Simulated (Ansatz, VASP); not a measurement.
One calculation of Ti2C, two programs

INCAR

```
SYSTEM = Ti2C
PREC = Accurate
ENCUT = 520
EDIFF = 1E-7
ISMEAR = 0
SIGMA = 0.01
LREAL = .False.
LASPH = .True.
NELM = 100
ALGO = Normal
ISIF = 2
LWAVE = .False.
LCHARG = .False.
GGA = PS
NBANDS = 21
```

Contents of KPOINTS:

```
Automatic mesh
0
Gamma
  9 9 9
  0 0 0
```

The input POSCAR:

```
Ti2C
1.0
    1.5406981810      0.8895225095      4.8137698526
   -1.5406981810      0.8895225095      4.8137698526
    0.0000000000     -1.7790450190      4.8137698526
Ti C
2 1
Direct
    0.2454978300      0.2454978300      0.2454978300
    0.7545021700      0.7545021700      0.7545021700
    0.5000000000      0.5000000000      0.5000000000
```

Input for Ansatz:

```yaml
crystal:
  lattice:
    - [1.540698181, 0.8895225095, 4.8137698526]
    - [-1.540698181, 0.8895225095, 4.8137698526]
    - [0.0, -1.779045019, 4.8137698526]
  atoms:
    - { symbol: Ti, position: [0.24549783, 0.24549783, 0.24549783] }
    - { symbol: Ti, position: [0.75450217, 0.75450217, 0.75450217] }
    - { symbol: C, position: [0.5, 0.5, 0.5] }
basis:
  ecutwfc: 420
kpoints:
  mp_grid: { grid: [9, 9, 9] }
hamiltonian:
  xc: pbesol
scf:
  occupations: { method: gaussian, width: 0.01 }
output:
  forces: true
  stress: true
  eigenvalues: true
```

Alike in both runs: task single point; functional PBEsol; k mesh 9 × 9 × 9; occupations gaussian, width 0.01 eV; no spin polarisation.

|  | VASP | Ansatz |
| --- | --- | --- |
| version | VASP 6.6.1 | Ansatz 0.2.0 |
| potentials or method | VASP PAW PBE potentials, release 64 (Ti_sv, C), cutoff 520 eV | scalar-relativistic, plane waves, PAW |
| valence electrons in the cell | 28 | 28 |

```csv
,VASP,Ansatz,Ansatz less VASP
gap on the k mesh at the Fermi level (eV),none,none,-
pressure (GPa),-4.6,-4.8,-0.16
"traceless stress, the component that is largest in VASP (GPa)",0.19,0.21,+0.028
rms of the force components (eV/Å),0.071,0.083,+0.0120
```

VASP's potentials were made for PBE, not for PBEsol. Atom by atom the forces differ by 0.012 eV/Å (rms over components). A gap of «none» marks a metal or a gap that the smearing closes. With one functional, cell and mesh, what is left measures potentials, basis and numerics.
